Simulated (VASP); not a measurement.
Write the native input for VASP 6.6.1 that does the following.

| Property | Result |
| --- | --- |
| Task | single point |
| Functional | LDA |
| Potentials or basis | VASP PAW LDA potentials, release 64 (Pb_d) |
| Cutoff | 520 eV |
| k mesh | 18 × 18 × 18 |
| Occupations | gaussian, width 0.15 eV |
| Spin | no spin polarisation |
| Dipole correction | no |
| Further INCAR settings | ALGO = Fast; EDIFF = 1e-06; NBANDS = 13 |

The structure of Pb lies in POSCAR:

```
Pb
1.0
   -2.0754549814      1.9808088259      1.9808088259
    1.9808088259     -2.0754549814      1.9808088259
    1.9808088259      1.9808088259     -2.0754549814
Pb
1
Direct
    0.0000000000      0.0000000000      0.0000000000
```

This cell differs from its parent crystal: ratio of the length along [111] to the lengths across it x 0.93, volume and fractional coordinates fixed.

One way to write it, as run:

INCAR

```
SYSTEM = Pb
ALGO     = Fast           ! electronic algorithm
EDIFF    = 1E-6           ! SCF threshold, eV
ENCUT    = 520            ! plane-wave cutoff, eV
ISIF     = 2              ! what is computed and relaxed
ISMEAR   = 0              ! smearing method
LASPH    = .TRUE.         ! aspherical terms in the spheres
LCHARG   = .TRUE.         ! write CHGCAR
LELF     = .TRUE.         ! ELF
LREAL    = .FALSE.        ! projectors in reciprocal space
LVHAR    = .TRUE.       
LWAVE    = .FALSE.        ! write WAVECAR
NBANDS   = 13             ! bands
NELM     = 80             ! most SCF steps
PREC     = Accurate       ! precision mode
SIGMA    = 0.15           ! smearing width, eV
```

KPOINTS

```
k-points
0
G
  18 18 18
  0 0 0
```

Potentials or basis: VASP PAW LDA potentials, release 64 (Pb_d).

The run is started by

```console
$ cat potpaw_LDA.64/Pb_d/POTCAR > POTCAR
$ mpirun -np 1 vasp_std > vasp.out
```

It gave:

```json
{
  "Pressure": "-2.7 GPa",
  "Band gap on the k mesh": "zero (band 7 reaches 13.52 eV, above the bottom of band 8 at 4.56 eV)"
}
```

Caveat: spin-orbit coupling is left out, which moves the levels of the heavy elements.

Wall time 2.5 min on 1 thread of Intel Xeon 6975P-C (shared host), peak memory 0.32 GiB.
